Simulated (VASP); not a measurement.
TaCl3F: relaxation of cell and atoms with PBE

The system is TaCl3F.

```
Ta Cl F
1.0
     3.42535    1.97763    2.89873
    -3.42535    1.97763    2.89873
     0.00000   -3.95525    2.89873
Ta Cl F
1 3 1
Cartesian
  0.0000 0.0000 4.6910
  -1.6846 0.9726 5.8340
  0.0000 -1.9452 5.8340
  1.6846 0.9726 5.8340
  0.0000 0.0000 0.0870
```

The cell was built from a structure type or drawn by symmetry, and may not be a known phase.

```yaml
Program: VASP 6.6.1
Task: relaxation of cell and atoms
Functional: PBE
Potentials_or_basis: VASP PAW PBE potentials, release 64 (Ta_pv, Cl, F)
Cutoff: 600 eV
k_mesh: 3 × 3 × 3
Occupations: gaussian, width 0.15 eV
Spin: no spin polarisation
Dipole_correction: no
Further_INCAR_settings: ALGO = Normal; EDIFF = 1e-07; IBRION = 2; EDIFFG = -0.08; NSW = 36; ISIF = 3
```

```json
{"Relaxed volume": "21.55 Å³/atom", "Relaxed cell": "a = 4.759 Å, b = 4.759 Å, c = 4.759 Å, α = 90.01°, β = 90.01°, γ = 90.01°", "Space group after relaxing (to 0.1 Å)": "Pm-3m (No. 221)", "Energy gained by relaxing": "91.7 meV/atom", "Ionic steps": "12", "Pressure after relaxing": "-0.4 GPa", "Largest force after relaxing": "0.062 eV/Å", "Band gap on the k mesh": "zero (an odd number of electrons rules out a gap without spin polarisation)"}
```

Forces in eV/Å, atoms in the order of the input:
```
Ta   0.000  0.000 -0.062
Cl   0.006 -0.004  0.020
Cl   0.000  0.007  0.020
Cl  -0.006 -0.004  0.020
F    0.000  0.000  0.001
```

Step by step:
```csv
step,energy change (eV),largest force (eV/Å),pressure (GPa),volume (Å³)
1,0.0000,1.8006,-1.74,117.82
2,-0.2969,0.9509,-2.75,113.50
3,-0.3643,0.8927,1.05,106.60
4,-0.4188,0.2885,-1.88,110.07
5,-0.4276,0.3094,-1.20,108.93
6,-0.4276,0.2789,-1.32,109.10
7,-0.4391,0.2151,1.29,105.32
8,-0.4425,0.2361,0.40,106.51
9,-0.4512,0.1503,0.27,106.71
10,-0.4536,0.2646,0.18,106.89
11,-0.4579,0.1243,-0.25,107.49
12,-0.4584,0.0623,-0.44,107.77
```

Final structure:
```
Ta Cl F
1.0
     3.36544    1.94304    2.74685
    -3.36544    1.94304    2.74685
     0.00000   -3.88608    2.74685
Ta Cl F
1 3 1
Direct
  0.51417 0.51417 0.51417
  0.51184 0.01336 0.51184
  0.51184 0.51184 0.01336
  0.01336 0.51184 0.51184
  0.01083 0.01083 0.01083
```

Levels at points of the mesh, in eV from the Fermi level:
```
           k point  band 15  band 16  band 17  band 18  band 19  band 20  band 21  band 22  band 23
(0.00, 0.00, 0.00)    -3.77    -3.77    -1.51    -1.51    -1.51    -0.14    -0.14    -0.14     0.47
```

Run time: 2.8 min on 1 thread of AMD EPYC 9R45 96-Core Processor (Zen 5) (shared host), peak memory 0.23 GiB.

Caveat: the k points lie up to 0.44 Å⁻¹ apart in the final cell, too coarse for converged energies and pressures of a metal; spin-orbit coupling is left out, which moves the levels of the heavy elements; an odd number of electrons without spin polarisation forces a metal; a magnetic or distorted state may lie lower; the relaxation stopped at a loose force limit of 0.08 eV/Å, so its end isn't a converged minimum.
